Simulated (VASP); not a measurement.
## InGaAs2: single point with PBEsol

InGaAs2:

```
In Ga As
1.0
     4.10055    0.00000    0.00000
     0.00000    4.10055    0.00000
     0.00000    0.00000    5.84741
In Ga As
1 1 2
Direct
  0.00000 0.00000 0.50000
  0.50000 0.50000 0.00000
  0.50000 0.00000 0.77015
  0.00000 0.50000 0.22985
```

```json
{
  "Program": "VASP 6.6.1",
  "Task": "single point",
  "Functional": "PBEsol",
  "Potentials or basis": "VASP PAW PBE potentials, release 64 (In_d, Ga_d, As)",
  "Cutoff": "520 eV",
  "k mesh": "10 × 10 × 8",
  "Occupations": "gaussian, width 0.1 eV",
  "Spin": "no spin polarisation",
  "Dipole correction": "no",
  "Further INCAR settings": "ALGO = Normal; EDIFF = 1e-06; NBANDS = 26"
}
```

```
Pressure               : 2.1 GPa
Band gap on the k mesh : 0.01 eV
```

Levels at points of the mesh, in eV from the valence-band top:
```csv
k point,band 14,band 15,band 16,band 17,band 18,band 19,band 20,band 21,band 22,band 23
"(0.00, 0.00, 0.00)",-2.67,-2.67,-0.21,0.00,0.00,0.01,1.42,1.77,3.76,3.76
"(0.50, 0.00, 0.00)",-5.16,-3.41,-3.13,-1.54,-0.90,2.06,3.16,4.82,4.96,5.29
"(0.50, 0.50, 0.00)",-6.00,-2.80,-2.63,-2.63,-2.45,1.30,1.30,1.53,1.90,9.53
"(0.00, 0.00, 0.50)",-4.01,-2.01,-2.01,-1.30,-1.30,1.84,1.88,2.79,3.37,6.19
"(0.50, 0.00, 0.50)",-6.22,-1.50,-1.18,-1.15,-0.80,0.60,1.11,4.20,4.58,4.63
"(0.50, 0.50, 0.50)",-5.73,-3.47,-3.35,-3.27,-3.27,4.32,4.35,4.35,4.41,5.03
```

Wall time 5.5 min on 1 thread of Intel Xeon 8259CL (shared host), peak memory 0.4 GiB.

Caveat: the smearing spreads over this small gap; semilocal functionals underestimate gaps, and a narrow one can read as zero; the PAW data sets were made with another functional, which shifts forces and pressure a little; spin-orbit coupling is left out, which moves the levels of the heavy elements.
